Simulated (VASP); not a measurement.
A run of VASP 6.6.1:

The input INCAR:

```
ALGO     = Normal         # electronic algorithm
EDIFF    = 1E-6           # SCF threshold, eV
ENCUT    = 520            # plane-wave cutoff, eV
GGA      = PE             # functional
ISIF     = 2              # what is computed and relaxed
ISMEAR   = -1             # smearing method
IVDW     = 13             # dispersion correction
LASPH    = True           # aspherical terms in the spheres
LCHARG   = False          # write CHGCAR
LREAL    = False          # projectors in reciprocal space
LWAVE    = False          # write WAVECAR
NBANDS   = 15             # bands
NELM     = 80             # most SCF steps
PREC     = Accurate       # precision mode
SIGMA    = 0.05           # smearing width, eV
```

Contents of KPOINTS:

```
k-points
0
Gamma
  6 6 6
```

The input POSCAR:

```
KI
1.0
    4.2911966600      0.0000000000      0.0000000000
    0.0000000000      4.2911966600      0.0000000000
    0.0000000000      0.0000000000      4.2911966600
I K
1 1
Direct
    0.5000000000      0.5000000000      0.5000000000
    0.0000000000      0.0000000000      0.0000000000
```

Potentials or basis: VASP PAW PBE potentials, release 64 (I, K_sv).

The run is started by

```bash
$ cat potpaw_PBE.64/I/POTCAR potpaw_PBE.64/K_sv/POTCAR > POTCAR
$ mpirun -np 1 vasp_std > vasp.out
```

Hardware: 1 thread of Intel Xeon 6975P-C, on a shared host.

Q: Estimate the wall time of this run.

A: Run time: 27 s on 1 thread of Intel Xeon 6975P-C, on a shared host, peak memory 0.19 GiB. Counts: scf iterations 12, k points 20.
